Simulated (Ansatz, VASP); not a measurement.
**Two plane-wave programs on MgS**

```
Mg S
1.0
     0.00000    2.88749    2.74847
     2.88749    0.00000    2.74847
     2.88749    2.88749    0.00000
Mg S
1 1
Direct
  0.00000 0.00000 0.00000
  0.25000 0.25000 0.25000
```

Change from the starting cell: epitaxial_xy strain +2.0%.

Alike in both runs: task single point; functional HSE06; k mesh 6 × 6 × 6; no spin polarisation.

|  | VASP | Ansatz |
| --- | --- | --- |
| version | VASP 6.6.1 | Ansatz 0.2.0 |
| potentials or method | VASP PAW PBE potentials, release 64 (Mg, S) | plane waves, PAW |
| plane-wave cutoff (eV) | 520 | 420 |
| occupations | gaussian, width 0.01 eV | fixed |
| valence electrons in the cell | 8 | 16 |

|  | VASP | Ansatz | Ansatz less VASP |
| --- | --- | --- | --- |
| gap on the k mesh at the Fermi level (eV) | 4.37 | 4.38 | +0.016 |
| pressure (GPa) | -0.8 | -0.6 | +0.17 |
| traceless stress, the component that is largest in VASP (GPa) | 0.68 | 0.67 | -0.011 |

VASP's potentials hold 8 valence electrons a cell and Ansatz's 16, so a difference there can come from the potentials and not from the codes. Ansatz's warnings: stress exchange threshold loose, stress scf threshold loose.
